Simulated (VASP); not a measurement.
# Pb (Pmmm) in VASP: a series of runs

Runs on Pb. Level: PBE. Tasks: single point.

Everything below comes from runs of VASP 6.6.1. Logs are shortened: lines on timing, memory, paths and dates and some standing lists are left out, and cuts for length are marked.

## (1) The cell of the first run

The structure is orthorhombic, space group Pmmm (No. 47). The conventional cell has a = 2.768 Å, b = 2.915 Å, c = 3.824 Å, α = 90.00°, β = 90.00°, γ = 90.00°. Within 3.6 Å of Pb (site symmetry mmm) lie 4 Pb at 2.77 to 2.91 Å.

## (2) Single point, PBE

Contents of INCAR:

```
SYSTEM = Pb
PREC = Accurate
ENCUT = 520
EDIFF = 1E-6
ISMEAR = 0
SIGMA = 0.1
LREAL = .FALSE.
LASPH = .TRUE.
NELM = 100
ALGO = Normal
ISIF = 2
LWAVE = .FALSE.
LCHARG = .FALSE.
GGA = PE
NBANDS = 13
```

Contents of KPOINTS:

```
regular mesh
0
G
  6 6 4
  0 0 0
```

Contents of POSCAR:

```
Pb
1.0
    2.7684110400      0.0000000000      0.0000000000
    0.0000000000      2.9145797500      0.0000000000
    0.0000000000      0.0000000000      3.8240521100
Pb
1
Direct
    0.0000000000      0.0000000000      0.5000000000
```

Potentials or basis: VASP PAW PBE potentials, release 64 (Pb_d).

Command:

```sh
$ cat potpaw_PBE.64/Pb_d/POTCAR > POTCAR
$ mpirun -np 1 vasp_std > vasp.out
```

OUTCAR:

```text
SYSTEM = Pb
   PREC = Accurate
   ENCUT = 520
   EDIFF = 1E-6
   ISMEAR = 0
   LREAL = .FALSE.
   LASPH = .TRUE.
   NELM = 100
   ISIF = 2
   GGA = PE

 ion  position               nearest neighbor table
   1  0.000  0.000  0.500-

  LATTYP: Found a simple orthorhombic cell.
 ALAT       =     2.7684110400
 B/A-ratio  =     1.0527987744
 C/A-ratio  =     1.3813165945

  Lattice vectors:

 A1 = (   2.7684110400,   0.0000000000,   0.0000000000)
 A2 = (   0.0000000000,   2.9145797500,   0.0000000000)
 A3 = (   0.0000000000,   0.0000000000,   3.8240521100)

Analysis of symmetry for initial positions (statically):
=====================================================================
 Subroutine PRICEL returns:
 Original cell was already a primitive cell.

 Routine SETGRP: Setting up the symmetry group for a
 simple orthorhombic supercell.

 Subroutine GETGRP returns: Found  8 space group operations
 (whereof  8 operations were pure point group operations)
 out of a pool of  8 trial point group operations.

The static configuration has the point symmetry D_2h.

Analysis of symmetry for dynamics (positions and initial velocities):
=====================================================================
 Subroutine PRICEL returns:
 Original cell was already a primitive cell.

 Routine SETGRP: Setting up the symmetry group for a
 simple orthorhombic supercell.

 Subroutine GETGRP returns: Found  8 space group operations
 (whereof  8 operations were pure point group operations)
 out of a pool of  8 trial point group operations.

The dynamic configuration has the point symmetry D_2h.

 Subroutine INISYM returns: Found  8 space group operations
 (whereof  8 operations are pure point group operations),
 and found     1 'primitive' translations

----------------------------------------------------------------------------------------

                                     Primitive cell

  volume of cell :      30.8553

  direct lattice vectors                    reciprocal lattice vectors
     2.768411040  0.000000000  0.000000000     0.361218036  0.000000000  0.000000000
     0.000000000  2.914579750  0.000000000     0.000000000  0.343102638  0.000000000
     0.000000000  0.000000000  3.824052110     0.000000000  0.000000000  0.261502713

  length of vectors
     2.768411040  2.914579750  3.824052110     0.361218036  0.343102638  0.261502713

  position of ions in fractional coordinates (direct lattice)
     0.000000000  0.000000000  0.500000000

  ion indices of the primitive-cell ions
   primitive index   ion index
                 1           1

[... 83 lines left out ...]
   NUPDOWN=      -1.0000    fix difference up-down
   EMIN   =  10.00;   EMAX   =-10.00  energy-range for DOS
   EFERMI =   0.00;   METHOD = LEGACY
   ISMEAR =     0;   SIGMA  =   0.10  broadening in eV -4-tet -1-fermi 0-gaus
   EFERMI_NEDOS =   21; number of points for ismear=-14 and -15
   IALGO  =     38    algorithm
   IMIX   =      4    mixing-type and parameters
     AMIX     =   0.40;   BMIX     =  1.00
     AMIX_MAG =   1.60;   BMIX_MAG =  1.00
  volume/ion in A,a.u.               =      30.86       208.22
  Fermi-wavevector in a.u.,A,eV,Ry     =   1.257981  2.377239 21.531439  1.582516
  Thomas-Fermi vector in A             =   2.391613
   LORBIT       =      0    0 simple, 1 ext, 2 COOP (PROOUT), +10 PAW based schemes
   GGA     = PE    functional components
   LHFCALC =     F    Hartree Fock is set to
   AEXX    =    0.0000 exact exchange contribution
   IVDW    =     0    specifies the selected vdW correction
   LEPSILON=     F    determine dielectric tensor
   LRPA    =     F    only Hartree local field effects (RPA)
 non-spin polarized calculation
 Gauss-broadening in eV      SIGMA  =   0.10
  energy-cutoff  :      520.00
  volume of cell :       30.86
 maximum number of plane-waves:       844
 NGX is ok and might be reduce to    24
   NGX = 11   NGY = 11   NGZ = 15

 number of electron      13.9999999 magnetization

 Free energy of the ion-electron system (eV)
  ---------------------------------------------------
  ext. energy  EPLUGINS =         0.00000000
  ---------------------------------------------------
  free energy    TOTEN  =        -2.67628533 eV

  energy without entropy =       -2.67008056  energy(sigma->0) =       -2.67318295

 E-fermi :   6.9414     XC(G=0):  -9.8856

 val. band max:        6.8877480840   @ k =   0.3333   0.1667   0.2500
 cond. band min:       6.9493713431   @ k =   0.3333   0.3333   0.5000
 fundamental gap:      0.0616232591
 Fermi energy:         6.9414168178

 k-point     1 :       0.0000    0.0000    0.0000
  band No.  band energies     occupation
      1     -11.2820      2.00000
      2     -10.6771      2.00000
      3      -9.9047      2.00000
      4      -9.8283      2.00000
      5      -9.6460      2.00000
      6      -5.3674      2.00000
      7       7.2413      0.00002
      8      11.2838      0.00000
      9      14.0302      0.00000
     10      16.0277      0.00000
     11      18.7375      0.00000
     12      20.8273      0.00000
     13      22.9733      0.00000
[... 354 lines left out ...]
  band No.  band energies     occupation
      1     -10.5029      2.00000
      2     -10.3828      2.00000
      3     -10.3590      2.00000
      4      -9.9587      2.00000
      5      -9.6029      2.00000
      6       0.2437      2.00000
      7       3.1487      2.00000
      8       8.9070      0.00000
      9      12.3883      0.00000
     10      14.9884      0.00000
     11      17.0893      0.00000
     12      20.6686      0.00000
     13      20.8013      0.00000

 [... further k-points ...]

------------------------ aborting loop because EDIFF is reached ----------------------------------------

  FORCE on cell =-STRESS in cart. coord.  units (eV):
  Direction    XX          YY          ZZ          XY          YZ          ZX
  --------------------------------------------------------------------------------------
  -------------------------------------------------------------------------------------
  Total        6.1397345      3.8263729     -0.8279746      0.0000000      0.0000000      0.0000000
  in kB      318.8084758    198.6861332    -42.9929518      0.0000000      0.0000000      0.0000000
  external PRESSURE =     158.1672191 kB  Pullay stress =       0.0000000 kB

 VOLUME and BASIS-vectors are now :
 -----------------------------------------------------------------------------
  energy-cutoff  :      520.00
  volume of cell :       30.86
      direct lattice vectors                 reciprocal lattice vectors
     2.768411040  0.000000000  0.000000000     0.361218036  0.000000000  0.000000000
     0.000000000  2.914579750  0.000000000     0.000000000  0.343102638  0.000000000
     0.000000000  0.000000000  3.824052110     0.000000000  0.000000000  0.261502713

 POSITION                                       TOTAL-FORCE (eV/Angst)
 -----------------------------------------------------------------------------------
      0.00000      0.00000      1.91203         0.000000      0.000000      0.000000
 -----------------------------------------------------------------------------------
    total drift:                               -0.000000     -0.000000      0.000000

  FREE ENERGIE OF THE ION-ELECTRON SYSTEM (eV)
  ---------------------------------------------------
  free  energy   TOTEN  =        -2.6762853311 eV

  energy  without entropy=       -2.6700805644  energy(sigma->0) =       -2.67318295
```

OSZICAR:

```text
N       E                     dE             d eps       ncg     rms          rms(c)
DAV:   1     0.109943542943E+03    0.10994E+03   -0.74617E+03  1261   0.129E+03
DAV:   2     0.304202428386E+01   -0.10690E+03   -0.10328E+03  1293   0.313E+02
DAV:   3    -0.259003684863E+01   -0.56321E+01   -0.55977E+01  1578   0.778E+01
DAV:   4    -0.271901340764E+01   -0.12898E+00   -0.12895E+00  1406   0.127E+01
DAV:   5    -0.272461364891E+01   -0.56002E-02   -0.56001E-02  1674   0.260E+00    0.118E+00
DAV:   6    -0.268923483809E+01    0.35379E-01   -0.21180E-02  1551   0.250E+00    0.623E-01
DAV:   7    -0.267620865355E+01    0.13026E-01   -0.21494E-02  1498   0.221E+00    0.103E-01
DAV:   8    -0.267630507789E+01   -0.96424E-04   -0.28559E-03  1378   0.496E-01    0.742E-02
DAV:   9    -0.267628436023E+01    0.20718E-04   -0.18946E-04  1478   0.195E-01    0.693E-03
DAV:  10    -0.267628662387E+01   -0.22636E-05   -0.10871E-05  1513   0.420E-02    0.401E-03
DAV:  11    -0.267628555545E+01    0.10684E-05   -0.14681E-06  1337   0.149E-02    0.172E-03
DAV:  12    -0.267628533106E+01    0.22439E-06   -0.17013E-07   774   0.533E-03
   1 F= -.26762853E+01 E0= -.26731829E+01  d E =-.620477E-02
```

Run time: 5.3 s. Hardware: 1 thread of Intel Xeon 6975P-C (Granite Rapids), shared host; peak memory 0.15 GiB.

What came out:

```
Free energy            : -2.6763 eV
Pressure               : 15.8 GPa
Band gap on the k mesh : zero (band 7 reaches 8.57 eV, above the bottom of band 8 at 5.78 eV)
```

Stress tensor (GPa, compression positive):
```
31.88  0.00  0.00
 0.00 19.87  0.00
 0.00  0.00 -4.30
```

Caveat: the k points lie up to 0.41 Å⁻¹ apart; spin-orbit coupling is left out, which moves the levels of the heavy elements.

## (3) Single point, PBE

This run uses another cell than the first one, of 34.48 Å³/atom, 1.118 times its volume.

Contents of INCAR:

```
ALGO = Fast
EDIFF = 1E-7
ENCUT = 520
GGA = PE
ISIF = 2
ISMEAR = 0
LASPH = T
LCHARG = F
LREAL = F
LWAVE = F
NBANDS = 13
NELM = 60
PREC = Accurate
SIGMA = 0.1
```

Contents of KPOINTS:

```
k-points
0
Gamma
  6 6 4
```

Contents of POSCAR:

```
Pb
1.0
    3.3998538536      0.0000000000      0.0000000000
    0.0000000000      3.3984646059      0.0000000000
    0.0000000000      0.0000000000      2.9845198841
Pb
1
Direct
    0.0000000000      0.0000000000      0.5000000000
```

Potentials or basis: VASP PAW PBE potentials, release 64 (Pb_d).

Command:

```sh
$ cat potpaw_PBE.64/Pb_d/POTCAR > POTCAR
$ mpirun -np 1 vasp_std > vasp.out
```

Wall time 9.2 s (1 thread of Intel Xeon 6975P-C (Granite Rapids), shared host); peak memory 0.15 GiB.

The run converged. Its results:

```yaml
Free_energy: -3.4588 eV
Pressure: 0.0 GPa
Band_gap_on_the_k_mesh: zero (band 7 reaches 9.32 eV, above the bottom of band 8 at 3.62 eV)
```

Levels at points of the mesh, in eV from the Fermi level:
```
           k point  band 3  band 4  band 5  band 6  band 7  band 8  band 9  band 10  band 11  band 12
(0.00, 0.00, 0.00)  -17.05  -16.98  -16.98  -11.49    3.31    3.32    6.46     7.11     7.76    11.25
(0.50, 0.00, 0.00)  -17.15  -17.06  -16.97   -9.67   -4.15    5.04    8.99     9.55     9.79    11.57
(0.00, 0.50, 0.00)  -17.15  -17.06  -16.97   -9.67   -4.15    5.03    8.99     9.54     9.78    11.56
(0.50, 0.50, 0.00)  -17.05  -17.05  -16.92   -7.92   -2.40   -2.39    2.87    11.06    13.86    13.86
(0.00, 0.00, 0.50)  -17.31  -17.01  -16.96   -8.02   -4.26    6.50    6.51     9.22     9.98    10.85
(0.50, 0.00, 0.50)  -17.21  -17.10  -16.76   -6.24   -2.65   -1.15    3.48     8.43    11.31    12.57
(0.00, 0.50, 0.50)  -17.21  -17.10  -16.76   -6.24   -2.64   -1.15    3.48     8.42    11.30    12.56
(0.50, 0.50, 0.50)  -17.22  -16.89  -16.71   -4.43   -1.14    0.54    0.54     5.95     5.95     6.47
```

Caveat: the k points lie up to 0.53 Å⁻¹ apart; spin-orbit coupling is left out, which moves the levels of the heavy elements.
